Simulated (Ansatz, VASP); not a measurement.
## Ni: VASP beside Ansatz

Contents of INCAR:

```
  PREC = Accurate
  ENCUT = 520
  EDIFF = 1E-6
  ISMEAR = 0
  SIGMA = 0.15
  LREAL = False
  LASPH = True
  NELM = 150
  ALGO = Normal
  ISIF = 2
  LWAVE = False
  LCHARG = True
  ISPIN = 2
  MAGMOM = 0.6 0.6
  LORBIT = 11
  LMAXMIX = 4
  GGA = PS
  LELF = True
  LVHAR = True
  NBANDS = 21
```

Contents of KPOINTS:

```
regular mesh
0
Gamma
  14 14 10
```

Contents of POSCAR:

```
Ni
1.0
   -1.3775377809      1.3775377809      1.3775377809
    1.3775377809     -1.3775377809      1.3775377809
    2.7550755617      2.7550755617      0.0000000000
Ni
2
Direct
    0.0000000000      0.0000000000      0.0000000000
    0.5000000000      0.5000000000      0.5000000000
```

Input for Ansatz:

```yaml
crystal:
  lattice:
    - [-1.3775377809, 1.3775377809, 1.3775377809]
    - [1.3775377809, -1.3775377809, 1.3775377809]
    - [2.7550755617, 2.7550755617, 0.0]
  atoms:
    - { symbol: Ni, position: [0.0, 0.0, 0.0], spin: 0.6 }
    - { symbol: Ni, position: [0.5, 0.5, 0.5], spin: 0.6 }
basis:
  ecutwfc: 420
kpoints:
  mp_grid: { grid: [14, 14, 10] }
hamiltonian:
  xc: pbesol
scf:
  occupations: { method: gaussian, width: 0.15 }
output:
  forces: true
  stress: true
  eigenvalues: true
  populations: true
magnetization:
  spin_polarized: true
```

Alike in both runs: task single point; functional PBEsol; k mesh 14 × 14 × 10; occupations gaussian, width 0.15 eV; collinear spin.

```csv
,VASP,Ansatz
version,VASP 6.6.1,Ansatz 0.2.0
potentials or method,"VASP PAW PBE potentials, release 64 (Ni), cutoff 520 eV","scalar-relativistic, plane waves, PAW"
valence electrons in the cell,20,36
```

|  | VASP | Ansatz | Ansatz less VASP |
| --- | --- | --- | --- |
| gap on the k mesh at the Fermi level (eV) | none | none | - |
| pressure (GPa) | 0.0 | 0.1 | +0.13 |
| traceless stress, the component that is largest in VASP (GPa) | 0.09 | 0.09 | +0.006 |
| net moment per atom (μB) | 0.51 | 0.51 | +0.007 |
| size of the moment on the site where the two differ most (μB) | 0.51 | 0.54 | +0.028 |

VASP's potentials were made for PBE, not for PBEsol. Site moments also hang on the region over which each program counts them. A gap of «none» marks a metal or a gap that the smearing closes. The functional is the same, so the differences come from potentials, cutoffs and numerics. VASP's potentials hold 20 valence electrons a cell and Ansatz's 36, so a difference there can come from the potentials and not from the codes.
